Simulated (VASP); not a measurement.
Runs of VASP 6.6.1 on Ga. The structure is that of space group P6/mmm (No. 191), or close to it. The cells are those of the table. This isn't the form of Ga at room conditions, which is orthorhombic.

| task | cell | k mesh | cutoff (eV) | gap on the mesh (eV) | pressure (GPa) |
| --- | --- | --- | --- | --- | --- |
| single point | a = 2.794, b = 2.794, c = 2.681 Å, angles 90.0, 90.0, 120.0°, 1 atom | 24 × 24 × 20 | 520 | none | 0.0 |
| single point | a = 2.799, b = 2.799, c = 2.674 Å, angles 90.0, 90.0, 120.0°, 1 atom | 21 × 21 × 20 | 520 | none | 0.1 |
| single point | a = 2.888, b = 2.888, c = 2.698 Å, angles 90.0, 90.0, 120.0°, 1 atom | 9 × 9 × 6 | 520 | none | (a) |
| relaxation of cell and atoms | relaxed from a = 2.888, b = 2.888, c = 2.698 Å, angles 90.0, 90.0, 120.0°, 1 atom | 21 × 21 × 20 | 600 | none | 0.1 |

Alike in all rows: level PBEsol; potentials or basis VASP PAW PBE potentials, release 64 (Ga_d); no spin polarisation; smearing gaussian 0.1 eV.

Task: Estimate the missing entries.

Result: (a) -3.0.

Caveats: some runs use coarse meshes; the PAW data sets were made with another functional, which shifts forces and pressure a little.

A k mesh can miss the band edges, and the runs leave out spin-orbit coupling on Ga.

A gap of «none» marks levels without a gap at the run's occupations.
